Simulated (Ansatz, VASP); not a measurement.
**One calculation of BN, two programs**

Contents of POSCAR:

```
BN
1.0
    0.0000000000      1.8075000000      1.8075000000
    1.8075000000      0.0000000000      1.8075000000
    1.8075000000      1.8075000000      0.0000000000
B N
1 1
Direct
    0.0000000000      0.0000000000      0.0000000000
    0.2500000000      0.2500000000      0.2500000000
```

INCAR.step1

```
SYSTEM = BN
  ALGO = Normal
  EDIFF = 1E-5
  ENCUT = 660
  GGA = PE
  GGA_COMPAT = .FALSE.
  ISMEAR = 0
  LASPH = .TRUE.
  LCHARG = .FALSE.
  LREAL = .FALSE.
  LWAVE = .TRUE.
  NBANDS = 11
  NELM = 120
  PREC = Accurate
  SIGMA = 0.01
```

Contents of INCAR.step2:

```
SYSTEM = BN
  ALGO = Normal
  EDIFF = 1E-6
  ENCUT = 660
  GGA_COMPAT = .FALSE.
  ISIF = 2
  ISMEAR = 0
  ISTART = 1
  LASPH = .TRUE.
  LCHARG = .FALSE.
  LMIXTAU = .TRUE.
  LREAL = .FALSE.
  LWAVE = .FALSE.
  METAGGA = R2SCAN
  NBANDS = 11
  NELM = 120
  PREC = Accurate
  SIGMA = 0.01
```

The input KPOINTS:

```
k-points
0
G
  10 10 10
  0 0 0
```

Input for Ansatz:

```yaml
crystal:
  lattice:
    - [0.0, 1.8075, 1.8075]
    - [1.8075, 0.0, 1.8075]
    - [1.8075, 1.8075, 0.0]
  atoms:
    - { symbol: B, position: [0.0, 0.0, 0.0] }
    - { symbol: "N", position: [0.25, 0.25, 0.25] }
basis:
  ecutwfc: 571.4391111657479
kpoints:
  mp_grid:
    grid: [10, 10, 10]
  band_path:
    path:
      - [0.0, 0.0, 0.0]
      - [0.0, -0.001726035357831605, -0.001726035357831605]
      - [0.0, 0.001726035357831605, 0.001726035357831605]
      - [-0.001726035357831605, 0.0, -0.001726035357831605]
      - [0.001726035357831605, 0.0, 0.001726035357831605]
      - [-0.001726035357831605, -0.001726035357831605, 0.0]
      - [0.001726035357831605, 0.001726035357831605, 0.0]
      - [0.001726035357831605, 0.001726035357831605, 0.00345207071566321]
      - [-0.001726035357831605, 0.001726035357831605, 0.0]
      - [0.001726035357831605, -0.001726035357831605, 0.0]
      - [-0.001726035357831605, -0.001726035357831605, -0.00345207071566321]
      - [0.001726035357831605, 0.00345207071566321, 0.001726035357831605]
      - [-0.001726035357831605, 0.0, 0.001726035357831605]
      - [0.001726035357831605, 0.0, -0.001726035357831605]
      - [-0.001726035357831605, -0.00345207071566321, -0.001726035357831605]
      - [0.00345207071566321, 0.001726035357831605, 0.001726035357831605]
      - [0.0, -0.001726035357831605, 0.001726035357831605]
      - [0.0, 0.001726035357831605, -0.001726035357831605]
      - [-0.00345207071566321, -0.001726035357831605, -0.001726035357831605]
    npoints: 1
hamiltonian:
  xc: r2scan
scf:
  occupations:
    method: fixed
```

Alike in both runs: task single point; functional r2SCAN; k mesh 10 × 10 × 10; no spin polarisation.

|  | VASP | Ansatz |
| --- | --- | --- |
| version | VASP 6.6.1 | Ansatz 0.2.0 |
| potentials or method | VASP PAW PBE potentials, release 64 (B, N), cutoff 660 eV | plane waves, PAW |
| occupations | gaussian, width 0.01 eV | fixed |
| valence electrons in the cell | 8 | 8 |

Ansatz gave:

| Property | Result |
| --- | --- |
| gap on the k mesh at the Fermi level (eV) | 5.00 |

Task: Which values does VASP return?

Result: gap on the k mesh at the Fermi level (eV): 4.98.

VASP's potentials were made for PBE, not for r2SCAN.
